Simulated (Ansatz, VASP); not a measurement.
MgS: VASP beside Ansatz

```
CELL_PARAMETERS angstrom
0.00000 2.54281 2.54281
2.54281 0.00000 2.54281
2.54281 2.54281 0.00000
ATOMIC_POSITIONS crystal
Mg 0.00000 0.00000 0.00000
S 0.50000 0.50000 0.50000
```

Alike in both runs: task single point; functional PBE; dispersion D3(BJ); k mesh 8 × 8 × 8; occupations gaussian, width 0.05 eV; no spin polarisation.

```csv
,VASP,Ansatz
version,VASP 6.6.1,Ansatz 0.2.0
potentials or method,"VASP PAW PBE potentials, release 64 (Mg, S), cutoff 600 eV","scalar-relativistic, plane waves, PAW"
valence electrons in the cell,8,16
```

|  | VASP | Ansatz | Ansatz less VASP |
| --- | --- | --- | --- |
| gap on the k mesh at the Fermi level (eV) | 2.92 | 2.93 | +0.010 |
| least direct gap on the mesh (eV) | 4.28 | 4.29 | +0.009 |
| pressure (GPa) | 3.3 | 3.6 | +0.29 |

VASP's potentials hold 8 valence electrons a cell and Ansatz's 16, so a difference there can come from the potentials and not from the codes.
